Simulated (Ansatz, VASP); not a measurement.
# Mg2Si3N: VASP beside Ansatz

INCAR

```
  PREC = Accurate
  ENCUT = 600
  EDIFF = 1E-6
  ISMEAR = 0
  SIGMA = 0.1
  LREAL = F
  LASPH = T
  NELM = 60
  ALGO = Normal
  ISIF = 3
  LWAVE = F
  LCHARG = F
  GGA = PE
  IBRION = 2
  NSW = 90
  EDIFFG = -0.04
```

Contents of KPOINTS:

```
Automatic mesh
0
Gamma
  6 6 4
```

Contents of POSCAR:

```
Mg2Si3N
1.0
    3.7127786100      0.0000000000      0.0000000000
   -1.8563893100      3.2153606000      0.0000000000
    0.0000000000      0.0000000000      7.3291148600
Mg Si N
2 3 1
Direct
    0.3333333300      0.6666666700      0.7520078400
    0.3333333300      0.6666666700      0.2479921600
    0.6666666700      0.3333333300      0.0000000000
    0.0000000000      0.0000000000      0.5000000000
    0.0000000000      0.0000000000      0.0000000000
    0.6666666700      0.3333333300      0.5000000000
```

Input for Ansatz:

```yaml
crystal:
  lattice:
    - [3.71277861, 0.0, 0.0]
    - [-1.85638931, 3.2153606, 0.0]
    - [0.0, 0.0, 7.32911486]
  atoms:
    - { symbol: Mg, position: [0.33333333, 0.66666667, 0.75200784] }
    - { symbol: Mg, position: [0.33333333, 0.66666667, 0.24799216] }
    - { symbol: Si, position: [0.66666667, 0.33333333, 0.0] }
    - { symbol: Si, position: [0.0, 0.0, 0.5] }
    - { symbol: Si, position: [0.0, 0.0, 0.0] }
    - { symbol: "N", position: [0.66666667, 0.33333333, 0.5] }
basis:
  ecutwfc: 420
kpoints:
  mp_grid: { grid: [6, 6, 4] }
hamiltonian:
  xc: pbe
scf:
  occupations: { method: gaussian, width: 0.1 }
  lower_state_search: "off"
output:
  forces: true
  stress: true
  eigenvalues: true
relax:
  adjacent_minimum: "off"
  f_tol: 0.04
  max_steps: 70
  cell: { stress_tol: 0.4 }
```

Change from the starting cell: species swapped into the Ce2CuSi3 type (P-6m2, No. 187).

Alike in both runs: task relaxation of cell and atoms; functional PBE; k mesh 6 × 6 × 4; occupations gaussian, width 0.1 eV; no spin polarisation.

```csv
,VASP,Ansatz
version,VASP 6.6.1,Ansatz 0.2.0
potentials or method,"VASP PAW PBE potentials, release 64 (Mg, Si, N), cutoff 600 eV","scalar-relativistic, plane waves, PAW"
valence electrons in the cell,21,37
```

VASP gave:

- gap on the k mesh at the Fermi level, each at its own relaxed structure (eV): none
- relaxed volume (Å³/atom): 16.38
- relaxed cell length with the largest relative difference (Å): 7.802

Problem. Estimate Ansatz's values.

Solution. gap on the k mesh at the Fermi level, each at its own relaxed structure (eV): none; relaxed volume (Å³/atom): 16.43; relaxed cell length with the largest relative difference (Å): 7.818.

A gap of «none» marks a metal or a gap that the smearing closes. VASP's potentials hold 21 valence electrons a cell and Ansatz's 37, so a difference there can come from the potentials and not from the codes.
